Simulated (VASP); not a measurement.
# ZnS (P6_3mc) in VASP: single point with PBE

Aim: the single point of ZnS with PBE.

All numbers are computed with VASP 6.6.1; they aren't measurements. Logs are shortened: lines on timing, memory, paths and dates and some standing lists are left out, and cuts for length are marked.

### 1 The cell of the first run

It takes space group P6_3mc (No. 186, hexagonal). The conventional cell has a = 3.812 Å, b = 3.812 Å, c = 18.690 Å, α = 90.00°, β = 90.00°, γ = 120.00°. Within 3.1 Å of Zn (site symmetry 3m) lie 4 S at 2.34 Å. Zn (site symmetry 3m) has 4 S at 2.33 Å within 3.1 Å. Within 3.1 Å of Zn (site symmetry 3m) lie 4 S at 2.33 to 2.34 Å. S (site symmetry 3m) has 4 Zn at 2.33 to 2.34 Å within 3.1 Å. Within 3.1 Å of S (site symmetry 3m) lie 4 Zn at 2.33 Å. Within 3.1 Å of S (site symmetry 3m) lie 4 Zn at 2.34 Å.

### 2 Single point, PBE

INCAR

```
SYSTEM = ZnS
PREC     = Accurate       ! precision mode
ENCUT    = 520            ! plane-wave cutoff, eV
EDIFF    = 1E-6           ! SCF threshold, eV
ISMEAR   = -1             ! smearing method
SIGMA    = 0.02           ! smearing width, eV
LREAL    = .False.        ! projectors in reciprocal space
LASPH    = .True.         ! aspherical terms in the spheres
NELM     = 100            ! most SCF steps
ALGO     = Normal         ! electronic algorithm
ISIF     = 2              ! what is computed and relaxed
LWAVE    = .False.        ! write WAVECAR
LCHARG   = .False.        ! write CHGCAR
GGA      = PE             ! functional
NBANDS   = 66             ! bands
```

KPOINTS

```
Automatic mesh
0
Gamma
  8 8 2
  0 0 0
```

POSCAR

```
ZnS
1.0
    3.8120000000      0.0000000000      0.0000000000
   -1.9060000000      3.3012888392      0.0000000000
    0.0000000000      0.0000000000     18.6899900000
Zn S
6 6
Direct
    0.0000000000      0.0000000000      0.0000098539
    0.0000000000      0.0000000000      0.5000098539
    0.3333333333      0.6666666667      0.1667492572
    0.6666666667      0.3333333333      0.6667492572
    0.6666666667      0.3333333333      0.3332582659
    0.3333333333      0.6666666667      0.8332582659
    0.0000000000      0.0000000000      0.1251055557
    0.0000000000      0.0000000000      0.6251055557
    0.3333333333      0.6666666667      0.2916745518
    0.6666666667      0.3333333333      0.7916745518
    0.6666666667      0.3333333333      0.4582025155
    0.3333333333      0.6666666667      0.9582025155
```

Potentials or basis: VASP PAW PBE potentials, release 64 (Zn, S).

Launch:

```bash
> cat potpaw_PBE.64/Zn/POTCAR potpaw_PBE.64/S/POTCAR > POTCAR
> mpirun -np 1 vasp_std > vasp.out
```

OUTCAR:

```text
SYSTEM = ZnS
   PREC = Accurate
   ENCUT = 520
   EDIFF = 1E-6
   ISMEAR = -1
   LREAL = .False.
   LASPH = .True.
   NELM = 100
   ISIF = 2
   GGA = PE

 ion  position               nearest neighbor table
   1  0.000  0.000  0.000-  12 2.34  12 2.34  12 2.34   7 2.34
   2  0.000  0.000  0.500-  11 2.34  11 2.34  11 2.34   8 2.34
   3  0.333  0.667  0.167-   7 2.33   7 2.33   7 2.33   9 2.33
   4  0.667  0.333  0.667-   8 2.33   8 2.33   8 2.33  10 2.33
   5  0.667  0.333  0.333-   9 2.33   9 2.33   9 2.33  11 2.34
   6  0.333  0.667  0.833-  10 2.33  10 2.33  10 2.33  12 2.34
   7  0.000  0.000  0.125-   3 2.33   3 2.33   3 2.33   1 2.34
   8  0.000  0.000  0.625-   4 2.33   4 2.33   4 2.33   2 2.34
   9  0.333  0.667  0.292-   5 2.33   5 2.33   5 2.33   3 2.33
  10  0.667  0.333  0.792-   6 2.33   6 2.33   6 2.33   4 2.33
  11  0.667  0.333  0.458-   5 2.34   2 2.34   2 2.34   2 2.34
  12  0.333  0.667  0.958-   6 2.34   1 2.34   1 2.34   1 2.34

  LATTYP: Found a hexagonal cell.
 ALAT       =     3.8120000000
 C/A-ratio  =     4.9029354669

  Lattice vectors:

 A1 = (   3.8120000000,   0.0000000000,   0.0000000000)
 A2 = (  -1.9060000000,   3.3012888392,   0.0000000000)
 A3 = (   0.0000000000,   0.0000000000,  18.6899900000)

Analysis of symmetry for initial positions (statically):
=====================================================================
 Subroutine PRICEL returns:
 Original cell was already a primitive cell.

 Routine SETGRP: Setting up the symmetry group for a
 hexagonal supercell.

 Subroutine GETGRP returns: Found 12 space group operations
 (whereof  6 operations were pure point group operations)
 out of a pool of 24 trial point group operations.

The static configuration has the point symmetry C_3v.
 The point group associated with its full space group is C_6v.

Analysis of symmetry for dynamics (positions and initial velocities):
=====================================================================
 Subroutine PRICEL returns:
 Original cell was already a primitive cell.

 Routine SETGRP: Setting up the symmetry group for a
 hexagonal supercell.

 Subroutine GETGRP returns: Found 12 space group operations
 (whereof  6 operations were pure point group operations)
 out of a pool of 24 trial point group operations.

The dynamic configuration has the point symmetry C_3v.
 The point group associated with its full space group is C_6v.

 Subroutine INISYM returns: Found 12 space group operations
 (whereof  6 operations are pure point group operations),
 and found     1 'primitive' translations

----------------------------------------------------------------------------------------

                                     Primitive cell

  volume of cell :     235.2044

  direct lattice vectors                    reciprocal lattice vectors
     3.812000000  0.000000000  0.000000000     0.262329486  0.151455999  0.000000000
    -1.906000000  3.301288839  0.000000000     0.000000000  0.302911999  0.000000000
     0.000000000  0.000000000 18.689990000     0.000000000  0.000000000  0.053504577

  length of vectors
     3.812000000  3.812000000 18.689990000     0.302911999  0.302911999  0.053504577

  position of ions in fractional coordinates (direct lattice)
     0.000000000  0.000000000  0.000009854
     0.000000000  0.000000000  0.500009854
     0.333333333  0.666666667  0.166749257
     0.666666667  0.333333333  0.666749257
     0.666666667  0.333333333  0.333258266
     0.333333333  0.666666667  0.833258266
     0.000000000  0.000000000  0.125105556
     0.000000000  0.000000000  0.625105556
     0.333333333  0.666666667  0.291674552
     0.666666667  0.333333333  0.791674552
     0.666666667  0.333333333  0.458202515
     0.333333333  0.666666667  0.958202515

  ion indices of the primitive-cell ions
   primitive index   ion index
                 1           1
                 2           2
                 3           3
                 4           4
                 5           5
                 6           6
                 7           7
                 8           8
                 9           9
                10          10
                11          11
                12          12

----------------------------------------------------------------------------------------

 KPOINTS: Automatic mesh

Automatic generation of k-mesh.
 Grid dimensions read from file:
 generate k-points for:    8    8    2

 Generating k-lattice:

  Cartesian coordinates                     Fractional coordinates (reciprocal lattice)
     0.032791186  0.018932000  0.000000000     0.125000000  0.000000000  0.000000000
     0.000000000  0.037864000  0.000000000     0.000000000  0.125000000  0.000000000
     0.000000000  0.000000000  0.026752288     0.000000000  0.000000000  0.500000000

  Length of vectors
     0.037864000  0.037864000  0.026752288

  Shift w.r.t. Gamma in fractional coordinates (k-lattice)
     0.000000000  0.000000000  0.000000000

 Subroutine IBZKPT returns following result:
 ===========================================

 Found     20 irreducible k-points:

 Following reciprocal coordinates:
            Coordinates               Weight
  0.000000  0.000000  0.000000      1.000000
  0.125000  0.000000  0.000000      6.000000
  0.250000  0.000000  0.000000      6.000000
  0.375000  0.000000  0.000000      6.000000
  0.500000  0.000000  0.000000      3.000000
  0.125000  0.125000  0.000000      6.000000
[... 12 lines left out ...]
  0.250000  0.250000  0.500000      6.000000
  0.375000  0.250000  0.500000      6.000000
   k-points           NKPTS =     20   k-points in BZ     NKDIM =     20   number of bands    NBANDS=     66
   number of dos      NEDOS =    301   number of ions     NIONS =     12
   total plane-waves  NPLWV = 109760
   dimension x,y,z NGX =    28 NGY =   28 NGZ =  140
   dimension x,y,z NGXF=    56 NGYF=   56 NGZF=  280
   ions per type =               6   6
   NGX,Y,Z   is equivalent  to a cutoff of  12.21, 12.21, 12.45 a.u.
   NGXF,Y,Z  is equivalent  to a cutoff of  24.42, 24.42, 24.91 a.u.
 SYSTEM =  ZnS
   PREC   = accura    normal or accurate (medium, high low for compatibility)
   ISTART =      0    job   : 0-new  1-cont  2-samecut
   ICHARG =      2    charge: 1-file 2-atom 10-const
   ISPIN  =      1    spin polarized calculation?
   LNONCOLLINEAR =      F non collinear calculations
   LSORBIT =      F    spin-orbit coupling
   LASPH  =      T    aspherical Exc in radial PAW
   ENCUT  =  520.0 eV  38.22 Ry    6.18 a.u.   7.09  7.09 34.75*2*pi/ulx,y,z
   NELM   =    100;   NELMIN=  2; NELMDL= -5     # of ELM steps
   EDIFF  = 0.1E-05   stopping-criterion for ELM
   LREAL  =      F    real-space projection
   EDIFFG = 0.1E-04   stopping-criterion for IOM
   NSW    =      0    number of steps for IOM
   IBRION =     -1    ionic relax: 0-MD 1-quasi-New 2-CG
   NFREE  =      0    steps in history (QN), initial steepest desc. (CG)
   ISIF   =      2    stress and relaxation
   ISYM   =      2    0-nonsym 1-usesym 2-fastsym
   POTIM  = 0.5000    time-step for ionic-motion
   TEBEG  =    0.0;   TEEND  =   0.0 temperature during run
   PSTRESS=    0.0 pullay stress
   NELECT =     108.0000    total number of electrons
   NUPDOWN=      -1.0000    fix difference up-down
   EMIN   =  10.00;   EMAX   =-10.00  energy-range for DOS
   EFERMI =   0.00;   METHOD = LEGACY
   ISMEAR =    -1;   SIGMA  =   0.02  broadening in eV -4-tet -1-fermi 0-gaus
   EFERMI_NEDOS =   21; number of points for ismear=-14 and -15
   IALGO  =     38    algorithm
   IMIX   =      4    mixing-type and parameters
     AMIX     =   0.40;   BMIX     =  1.00
     AMIX_MAG =   1.60;   BMIX_MAG =  1.00
  volume/ion in A,a.u.               =      19.60       132.27
  Fermi-wavevector in a.u.,A,eV,Ry     =   1.262993  2.386711 21.703349  1.595151
  Thomas-Fermi vector in A             =   2.396373
   LORBIT       =      0    0 simple, 1 ext, 2 COOP (PROOUT), +10 PAW based schemes
   GGA     = PE    functional components
   LHFCALC =     F    Hartree Fock is set to
   AEXX    =    0.0000 exact exchange contribution
   IVDW    =     0    specifies the selected vdW correction
   LEPSILON=     F    determine dielectric tensor
   LRPA    =     F    only Hartree local field effects (RPA)
 non-spin polarized calculation
  energy-cutoff  :      520.00
  volume of cell :      235.20
 maximum number of plane-waves:      6376
   NGX = 15   NGY = 15   NGZ = 69

 number of electron     108.0000001 magnetization

 Free energy of the ion-electron system (eV)
  ---------------------------------------------------
  ext. energy  EPLUGINS =         0.00000000
  ---------------------------------------------------
  free energy    TOTEN  =       -41.05250457 eV

  energy without entropy =      -41.05250457  energy(sigma->0) =      -41.05250457

 E-fermi :   2.6162     XC(G=0):  -9.6583

 val. band max:        2.1716002953   @ k =   0.0000   0.0000   0.0000
 cond. band min:       4.3391317159   @ k =   0.0000   0.0000   0.0000
 fundamental gap:      2.1675314206
 Fermi energy:         2.6161754205

 k-point     1 :       0.0000    0.0000    0.0000
  band No.  band energies     occupation
      1     -11.0214      2.00000
      2     -10.8189      2.00000
      3     -10.8126      2.00000
      4     -10.3540      2.00000
      5     -10.3452      2.00000
      6     -10.0801      2.00000
[... 58 lines left out ...]
     65       8.6266      0.00000
     66       8.7518      0.00000

 k-point     2 :       0.1250    0.0000    0.0000
  band No.  band energies     occupation
      1     -10.9160      2.00000
      2     -10.7217      2.00000
      3     -10.7155      2.00000
      4     -10.2797      2.00000
      5     -10.2709      2.00000
      6     -10.0220      2.00000
[... 1231 lines left out ...]
     65       8.6573      0.00000
     66       8.6573      0.00000

 k-point    20 :       0.3750    0.2500    0.5000
  band No.  band energies     occupation
      1      -9.9201      2.00000
      2      -9.9201      2.00000
      3      -9.8575      2.00000
      4      -9.8575      2.00000
      5      -9.7982      2.00000
      6      -9.7982      2.00000
[... 58 lines left out ...]
     65       8.8000      0.00000
     66       8.8000      0.00000

------------------------ aborting loop because EDIFF is reached ----------------------------------------

  FORCE on cell =-STRESS in cart. coord.  units (eV):
  Direction    XX          YY          ZZ          XY          YZ          ZX
  --------------------------------------------------------------------------------------
  -------------------------------------------------------------------------------------
  Total        3.3277072      3.3277072      3.4227384      0.0000000      0.0000000      0.0000000
  in kB       22.6678437     22.6678437     23.3151817      0.0000000      0.0000000      0.0000000
  external PRESSURE =      22.8836230 kB  Pullay stress =       0.0000000 kB

 VOLUME and BASIS-vectors are now :
 -----------------------------------------------------------------------------
  energy-cutoff  :      520.00
  volume of cell :      235.20
      direct lattice vectors                 reciprocal lattice vectors
     3.812000000  0.000000000  0.000000000     0.262329486  0.151455999  0.000000000
    -1.906000000  3.301288839  0.000000000     0.000000000  0.302911999  0.000000000
     0.000000000  0.000000000 18.689990000     0.000000000  0.000000000  0.053504577

 POSITION                                       TOTAL-FORCE (eV/Angst)
 -----------------------------------------------------------------------------------
      0.00000      0.00000      0.00018        -0.000000     -0.000000     -0.001592
      0.00000      0.00000      9.34518        -0.000000      0.000000     -0.001592
     -0.00000      2.20086      3.11654        -0.000000      0.000000      0.008456
      1.90600      1.10043     12.46154         0.000000     -0.000000      0.008456
      1.90600      1.10043      6.22859        -0.000000      0.000000      0.001643
     -0.00000      2.20086     15.57359         0.000000     -0.000000      0.001643
      0.00000      0.00000      2.33822        -0.000000     -0.000000      0.005607
      0.00000      0.00000     11.68322        -0.000000     -0.000000      0.005607
     -0.00000      2.20086      5.45139         0.000000      0.000000     -0.005072
      1.90600      1.10043     14.79639        -0.000000      0.000000     -0.005072
      1.90600      1.10043      8.56380        -0.000000     -0.000000     -0.009042
     -0.00000      2.20086     17.90880        -0.000000      0.000000     -0.009042
 -----------------------------------------------------------------------------------
    total drift:                               -0.000002     -0.000003     -0.000631

  FREE ENERGIE OF THE ION-ELECTRON SYSTEM (eV)
  ---------------------------------------------------
  free  energy   TOTEN  =       -41.0525045745 eV

  energy  without entropy=      -41.0525045745  energy(sigma->0) =      -41.05250457
```

It took 8.3 min on 1 thread of Intel Xeon 8259CL, shared host; peak memory 0.45 GiB.

Results:

```
Free energy            : -41.0525 eV
Pressure               : 2.3 GPa
Largest force          : 0.009 eV/Å
Band gap on the k mesh : 2.17 eV
```

Forces on the atoms (eV/Å):
```
Zn   0.000  0.000 -0.002
Zn   0.000  0.000 -0.002
Zn   0.000  0.000  0.008
Zn   0.000  0.000  0.008
Zn   0.000  0.000  0.002
Zn   0.000  0.000  0.002
S    0.000  0.000  0.006
S    0.000  0.000  0.006
S    0.000  0.000 -0.005
S    0.000  0.000 -0.005
S    0.000  0.000 -0.009
S    0.000  0.000 -0.009
```

A k mesh can miss the band edges.
